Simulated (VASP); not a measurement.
# Rh in VASP: a series of runs

Rh is run at these levels: LDA; tasks: single point.

Program: VASP 6.6.1. These are calculated values, not measurements. Logs are shortened: lines on timing, memory, paths and dates and some standing lists are left out, and cuts for length are marked.

**1. The cell of the first run**

The typed cell holds 2 atoms: a = 2.670 Å, b = 2.670 Å, c = 4.299 Å, α = 90.00°, β = 90.00°, γ = 120.00°.

This isn't the form of Rh at room conditions, which is fcc.

**2. Single point, LDA (atoms moved at random)**

Contents of INCAR:

```
PREC = Accurate ; ENCUT = 520
EDIFF = 1E-6 ; ISMEAR = 0
SIGMA = 0.15 ; LREAL = False
LASPH = True ; NELM = 100
ALGO = Fast ; ISIF = 2
LWAVE = False ; LCHARG = True
LELF = True ; LVHAR = True
NBANDS = 22
```

Contents of KPOINTS:

```
Automatic mesh
0
Gamma
  12 12 8
```

Contents of POSCAR:

```
Rh
1.0
    2.6699683996      0.0000000000      0.0000000000
   -1.3349841998      2.3122604613      0.0000000000
    0.0000000000      0.0000000000      4.2988893680
Rh
2
Direct
    0.6622424905      0.3335786442      0.7503767343
    0.3377575095      0.6664213558      0.2496232657
```

Potentials or basis: VASP PAW LDA potentials, release 64 (Rh_pv).

Run with:

```
$ cat potpaw_LDA.64/Rh_pv/POTCAR > POTCAR
$ mpirun -np 1 vasp_std > vasp.out
```

OUTCAR:

```text
PREC = Accurate
   ENCUT = 520
   EDIFF = 1E-6
   ISMEAR = 0
   LREAL = False
   LASPH = True
   NELM = 100
   ISIF = 2

 ion  position               nearest neighbor table
   1  0.662  0.334  0.750-   2 2.63   2 2.64   2 2.64   2 2.65   2 2.65   2 2.66
   2  0.338  0.666  0.250-   1 2.63   1 2.64   1 2.64   1 2.65   1 2.65   1 2.66

  LATTYP: Found a hexagonal cell.
 ALAT       =     2.6699683996
 C/A-ratio  =     1.6100899803

  Lattice vectors:

 A1 = (   2.6699683996,   0.0000000000,   0.0000000000)
 A2 = (  -1.3349841998,   2.3122604613,   0.0000000000)
 A3 = (   0.0000000000,   0.0000000000,   4.2988893680)

Analysis of symmetry for initial positions (statically):
=====================================================================
 Subroutine PRICEL returns:
 Original cell was already a primitive cell.

 Routine SETGRP: Setting up the symmetry group for a
 hexagonal supercell.

 Subroutine GETGRP returns: Found  2 space group operations
 (whereof  2 operations were pure point group operations)
 out of a pool of 24 trial point group operations.

The static configuration has the point symmetry S_2 .

Analysis of symmetry for dynamics (positions and initial velocities):
=====================================================================
 Subroutine PRICEL returns:
 Original cell was already a primitive cell.

 Routine SETGRP: Setting up the symmetry group for a
 hexagonal supercell.

 Subroutine GETGRP returns: Found  2 space group operations
 (whereof  2 operations were pure point group operations)
 out of a pool of 24 trial point group operations.

The dynamic configuration has the point symmetry S_2 .

 Subroutine INISYM returns: Found  2 space group operations
 (whereof  2 operations are pure point group operations),
 and found     1 'primitive' translations

----------------------------------------------------------------------------------------

                                     Primitive cell

  volume of cell :      26.5399

  direct lattice vectors                    reciprocal lattice vectors
     2.669968400  0.000000000  0.000000000     0.374536268  0.216238615  0.000000000
    -1.334984200  2.312260461  0.000000000     0.000000000  0.432477230  0.000000000
     0.000000000  0.000000000  4.298889368     0.000000000  0.000000000  0.232618222

  length of vectors
     2.669968400  2.669968400  4.298889368     0.432477230  0.432477230  0.232618222

  position of ions in fractional coordinates (direct lattice)
     0.662242490  0.333578644  0.750376734
     0.337757510  0.666421356  0.249623266

  ion indices of the primitive-cell ions
   primitive index   ion index
                 1           1
                 2           2

----------------------------------------------------------------------------------------

 KPOINTS: Automatic mesh

Automatic generation of k-mesh.
 Grid dimensions read from file:
 generate k-points for:   12   12    8

 Generating k-lattice:

  Cartesian coordinates                     Fractional coordinates (reciprocal lattice)
     0.031211356  0.018019885  0.000000000     0.083333333  0.000000000  0.000000000
     0.000000000  0.036039769  0.000000000     0.000000000  0.083333333  0.000000000
     0.000000000  0.000000000  0.029077278     0.000000000  0.000000000  0.125000000

  Length of vectors
     0.036039769  0.036039769  0.029077278

  Shift w.r.t. Gamma in fractional coordinates (k-lattice)
     0.000000000  0.000000000  0.000000000

 Subroutine IBZKPT returns following result:
 ===========================================

 Found    580 irreducible k-points:

 Following reciprocal coordinates:
            Coordinates               Weight
  0.000000  0.000000  0.000000      1.000000
  0.083333 -0.000000  0.000000      2.000000
  0.000000  0.083333  0.000000      2.000000
 -0.083333  0.083333  0.000000      2.000000
  0.166667 -0.000000  0.000000      2.000000
  0.000000  0.166667  0.000000      2.000000
[... 16 lines left out ...]
  0.166667  0.083333  0.000000      2.000000
 -0.083333  0.250000  0.000000      2.000000
 [... further k-points ...]
   k-points           NKPTS =    580   k-points in BZ     NKDIM =    580   number of bands    NBANDS=     22
   number of dos      NEDOS =    301   number of ions     NIONS =      2
   total plane-waves  NPLWV =  12800
   dimension x,y,z NGX =    20 NGY =   20 NGZ =   32
   dimension x,y,z NGXF=    40 NGYF=   40 NGZF=   64
   ions per type =               2
   NGX,Y,Z   is equivalent  to a cutoff of  12.45, 12.45, 12.37 a.u.
   NGXF,Y,Z  is equivalent  to a cutoff of  24.91, 24.91, 24.75 a.u.
 SYSTEM =  unknown system
   PREC   = accura    normal or accurate (medium, high low for compatibility)
   ISTART =      0    job   : 0-new  1-cont  2-samecut
   ICHARG =      2    charge: 1-file 2-atom 10-const
   ISPIN  =      1    spin polarized calculation?
   LNONCOLLINEAR =      F non collinear calculations
   LSORBIT =      F    spin-orbit coupling
   LASPH  =      T    aspherical Exc in radial PAW
   ENCUT  =  520.0 eV  38.22 Ry    6.18 a.u.   4.96  4.96  7.99*2*pi/ulx,y,z
   NELM   =    100;   NELMIN=  2; NELMDL= -5     # of ELM steps
   EDIFF  = 0.1E-05   stopping-criterion for ELM
   LREAL  =      F    real-space projection
   EDIFFG = 0.1E-04   stopping-criterion for IOM
   NSW    =      0    number of steps for IOM
   IBRION =     -1    ionic relax: 0-MD 1-quasi-New 2-CG
   NFREE  =      0    steps in history (QN), initial steepest desc. (CG)
   ISIF   =      2    stress and relaxation
   ISYM   =      2    0-nonsym 1-usesym 2-fastsym
   POTIM  = 0.5000    time-step for ionic-motion
   TEBEG  =    0.0;   TEEND  =   0.0 temperature during run
   PSTRESS=    0.0 pullay stress
   NELECT =      30.0000    total number of electrons
   NUPDOWN=      -1.0000    fix difference up-down
   EMIN   =  10.00;   EMAX   =-10.00  energy-range for DOS
   EFERMI =   0.00;   METHOD = LEGACY
   ISMEAR =     0;   SIGMA  =   0.15  broadening in eV -4-tet -1-fermi 0-gaus
   EFERMI_NEDOS =   21; number of points for ismear=-14 and -15
   IALGO  =     68    algorithm
   IMIX   =      4    mixing-type and parameters
     AMIX     =   0.40;   BMIX     =  1.00
     AMIX_MAG =   1.60;   BMIX_MAG =  1.00
  volume/ion in A,a.u.               =      13.27        89.55
  Fermi-wavevector in a.u.,A,eV,Ry     =   1.705358  3.222659 39.569083  2.908246
  Thomas-Fermi vector in A             =   2.784593
   LORBIT       =      0    0 simple, 1 ext, 2 COOP (PROOUT), +10 PAW based schemes
   GGA     = CA    functional components
   LHFCALC =     F    Hartree Fock is set to
   AEXX    =    0.0000 exact exchange contribution
   IVDW    =     0    specifies the selected vdW correction
   LEPSILON=     F    determine dielectric tensor
   LRPA    =     F    only Hartree local field effects (RPA)
 non-spin polarized calculation
 RMM-DIIS sequential band-by-band and
 Gauss-broadening in eV      SIGMA  =   0.15
  energy-cutoff  :      520.00
  volume of cell :       26.54
 maximum number of plane-waves:       732
   NGX =  9   NGY =  9   NGZ = 15

 number of electron      29.9999996 magnetization

 Free energy of the ion-electron system (eV)
  ---------------------------------------------------
  ext. energy  EPLUGINS =         0.00000000
  ---------------------------------------------------
  free energy    TOTEN  =       -17.30278928 eV

  energy without entropy =      -17.26702256  energy(sigma->0) =      -17.28490592

 E-fermi :  12.4852     XC(G=0): -14.5767

 val. band max:       12.4847498413   @ k =   0.3333   0.1667   0.3750
 cond. band min:      12.4901485867   @ k =  -0.1667  -0.3333  -0.3750
 fundamental gap:      0.0053987454
 Fermi energy:        12.4851822322

 k-point     1 :       0.0000    0.0000    0.0000
  band No.  band energies     occupation
      1     -34.7044      2.00000
      2     -33.9558      2.00000
      3     -33.9426      2.00000
      4     -33.8317      2.00000
      5     -33.8254      2.00000
      6     -33.8227      2.00000
[... 14 lines left out ...]
     21      30.6284      0.00000
     22      31.2691      0.00000

 k-point     2 :       0.0833   -0.0000    0.0000
  band No.  band energies     occupation
      1     -34.6862      2.00000
      2     -33.9860      2.00000
      3     -33.9675      2.00000
      4     -33.8680      2.00000
      5     -33.8392      2.00000
      6     -33.8295      2.00000
[... 14 lines left out ...]
     21      30.9053      0.00000
     22      31.4768      0.00000

 k-point     3 :       0.0000    0.0833    0.0000
  band No.  band energies     occupation
      1     -34.6858      2.00000
      2     -33.9919      2.00000
      3     -33.9617      2.00000
      4     -33.8672      2.00000
      5     -33.8396      2.00000
      6     -33.8303      2.00000
[... 14 lines left out ...]
     21      30.9146      0.00000
     22      31.5028      0.00000

 k-point     4 :      -0.0833    0.0833    0.0000
  band No.  band energies     occupation
      1     -34.6855      2.00000
      2     -33.9965      2.00000
      3     -33.9570      2.00000
      4     -33.8662      2.00000
      5     -33.8400      2.00000
      6     -33.8313      2.00000
[... 14 lines left out ...]
     21      30.9250      0.00000
     22      31.5317      0.00000

 k-point     5 :       0.1667   -0.0000    0.0000
  band No.  band energies     occupation
      1     -34.6341      2.00000
      2     -34.0996      2.00000
      3     -34.0036      2.00000
      4     -33.9828      2.00000
      5     -33.8620      2.00000
      6     -33.8483      2.00000
[... 417 lines left out ...]
 k-point    22 :      -0.1667    0.0833    0.0000
  band No.  band energies     occupation
      1     -34.6499      2.00000
      2     -34.0614      2.00000
      3     -34.0054      2.00000
      4     -33.9298      2.00000
      5     -33.8555      2.00000
      6     -33.8484      2.00000
[... 14 lines left out ...]
     21      30.9887      0.00000
     22      31.4122      0.00000

 k-point    23 :       0.1667    0.0833    0.0000
  band No.  band energies     occupation
      1     -34.5860      2.00000
      2     -34.1796      2.00000
      3     -34.1107      2.00000
      4     -34.0089      2.00000
      5     -33.8847      2.00000
      6     -33.8786      2.00000
[... 14 lines left out ...]
     21      29.2303      0.00000
     22      30.7757      0.00000

 k-point    24 :      -0.0833    0.2500    0.0000
  band No.  band energies     occupation
      1     -34.5818      2.00000
      2     -34.1869      2.00000
      3     -34.1110      2.00000
      4     -34.0008      2.00000
      5     -33.8892      2.00000
      6     -33.8793      2.00000
[... 14 lines left out ...]
     21      29.2121      0.00000
     22      30.6883      0.00000

 [... further k-points ...]

------------------------ aborting loop because EDIFF is reached ----------------------------------------

  FORCE on cell =-STRESS in cart. coord.  units (eV):
  Direction    XX          YY          ZZ          XY          YZ          ZX
  --------------------------------------------------------------------------------------
  -------------------------------------------------------------------------------------
  Total        0.1330036      0.1248451      0.2924094     -0.0705603      0.0001697     -0.0025507
  in kB        8.0292494      7.5367268     17.6523579     -4.2596300      0.0102443     -0.1539823
  external PRESSURE =      11.0727781 kB  Pullay stress =       0.0000000 kB

 VOLUME and BASIS-vectors are now :
 -----------------------------------------------------------------------------
  energy-cutoff  :      520.00
  volume of cell :       26.54
      direct lattice vectors                 reciprocal lattice vectors
     2.669968400  0.000000000  0.000000000     0.374536268  0.216238615  0.000000000
    -1.334984200  2.312260461  0.000000000     0.000000000  0.432477230  0.000000000
     0.000000000  0.000000000  4.298889368     0.000000000  0.000000000  0.232618222

 POSITION                                       TOTAL-FORCE (eV/Angst)
 -----------------------------------------------------------------------------------
      1.32284      0.77132      3.22579         0.118465     -0.007476     -0.042677
      0.01214      1.54094      1.07310        -0.118465      0.007476      0.042677
 -----------------------------------------------------------------------------------
    total drift:                               -0.000000      0.000000      0.000000

  FREE ENERGIE OF THE ION-ELECTRON SYSTEM (eV)
  ---------------------------------------------------
  free  energy   TOTEN  =       -17.3027892794 eV

  energy  without entropy=      -17.2670225558  energy(sigma->0) =      -17.28490592
```

Run time: 95 s. Hardware: 1 thread of Intel Xeon 6975P-C (Granite Rapids), shared host; peak memory 0.34 GiB.

What came out:

```yaml
Free_energy: -17.3028 eV
Pressure: 1.1 GPa
Largest_force: 0.126 eV/Å
Band_gap_on_the_k_mesh: zero (bands 15 and 16 overlap by 2.64 eV)
```

Forces on the atoms (eV/Å):
```
Rh   0.118 -0.007 -0.043
Rh  -0.118  0.007  0.043
```

Stress tensor (GPa, compression positive):
```
 0.80 -0.43 -0.02
-0.43  0.75  0.00
-0.02  0.00  1.77
```

Levels at points of the mesh, in eV from the Fermi level:
| k point | band 11 | band 12 | band 13 | band 14 | band 15 | band 16 | band 17 | band 18 | band 19 | band 20 |
| --- | --- | --- | --- | --- | --- | --- | --- | --- | --- | --- |
| (0.00, 0.00, 0.00) | -3.23 | -2.69 | -2.65 | -2.14 | -2.01 | 0.07 | 0.21 | 0.69 | 9.00 | 15.81 |
| (0.50, 0.00, 0.00) | -2.79 | -2.37 | -2.27 | 0.45 | 0.71 | 0.76 | 3.06 | 5.35 | 10.43 | 10.96 |
| (0.00, 0.50, 0.00) | -2.86 | -2.38 | -2.32 | 0.44 | 0.69 | 0.77 | 3.13 | 5.29 | 10.52 | 11.08 |
| (0.50, 0.50, 0.00) | -2.95 | -2.39 | -2.38 | 0.42 | 0.68 | 0.79 | 3.20 | 5.22 | 10.64 | 11.23 |
| (0.00, 0.00, 0.50) | -3.38 | -3.38 | -3.36 | -3.35 | -0.50 | -0.48 | -0.45 | -0.44 | 14.95 | 15.00 |
| (0.50, 0.00, 0.50) | -1.83 | -1.81 | -0.43 | -0.43 | 0.64 | 0.65 | 2.76 | 2.78 | 9.55 | 9.57 |
| (0.00, 0.50, 0.50) | -1.82 | -1.80 | -0.36 | -0.36 | 0.64 | 0.64 | 2.69 | 2.71 | 9.61 | 9.64 |
| (0.50, 0.50, 0.50) | -1.82 | -1.79 | -0.28 | -0.28 | 0.64 | 0.64 | 2.61 | 2.63 | 9.69 | 9.71 |

Caveat: the cell differs from its parent crystal (atoms moved at random).

**3. Single point, LDA**

Contents of INCAR:

```
SYSTEM = Rh
  PREC = Accurate
  ENCUT = 520
  EDIFF = 1E-6
  ISMEAR = 0
  SIGMA = 0.15
  LREAL = .False.
  LASPH = .True.
  NELM = 80
  ALGO = Fast
  ISIF = 2
  LWAVE = .False.
  LCHARG = .False.
  GGA = CA
  NBANDS = 22
```

Contents of KPOINTS:

```
Automatic mesh
0
Gamma
  12 12 8
  0 0 0
```

Contents of POSCAR:

```
Rh
1.0
    2.6672974330      0.0001517463      0.0000293455
   -1.3335173004      2.3098753214     -0.0000163258
    0.0000472489     -0.0000030733      4.3085398392
Rh
2
Direct
    0.6666990137      0.3333264779      0.7499979816
    0.3333009863      0.6666735221      0.2500020184
```

Potentials or basis: VASP PAW LDA potentials, release 64 (Rh_pv).

Run with:

```
$ cat potpaw_LDA.64/Rh_pv/POTCAR > POTCAR
$ mpirun -np 1 vasp_std > vasp.out
```

Run time: 58 s. Hardware: 1 thread of Intel Xeon 6975P-C (Granite Rapids), shared host; peak memory 0.26 GiB.

The run converged. Its results:

* Free energy: -17.3045 eV
* Pressure: 1.0 GPa
* Band gap on the k mesh: zero (bands 15 and 16 overlap by 2.59 eV)

Levels at points of the mesh, in eV from the Fermi level:
```csv
k point,band 11,band 12,band 13,band 14,band 15,band 16,band 17,band 18,band 19,band 20
"(0.00, 0.00, 0.00)",-3.24,-2.68,-2.68,-2.05,-2.05,0.14,0.14,0.66,8.95,15.83
"(0.50, 0.00, 0.00)",-2.88,-2.38,-2.31,0.46,0.69,0.79,3.14,5.30,10.53,11.06
"(0.00, 0.50, 0.00)",-2.88,-2.38,-2.31,0.46,0.69,0.79,3.14,5.30,10.53,11.06
"(0.50, 0.50, 0.00)",-2.88,-2.38,-2.31,0.46,0.69,0.79,3.14,5.30,10.53,11.06
"(0.00, 0.00, 0.50)",-3.36,-3.36,-3.36,-3.36,-0.46,-0.46,-0.46,-0.46,14.96,14.96
"(0.50, 0.00, 0.50)",-1.80,-1.80,-0.35,-0.35,0.66,0.66,2.70,2.70,9.64,9.64
"(0.00, 0.50, 0.50)",-1.80,-1.80,-0.35,-0.35,0.66,0.66,2.70,2.70,9.64,9.64
"(0.50, 0.50, 0.50)",-1.80,-1.80,-0.35,-0.35,0.66,0.66,2.70,2.71,9.64,9.64
```

The gap in the log of VASP goes by the Fermi energy; the results here count the filled bands.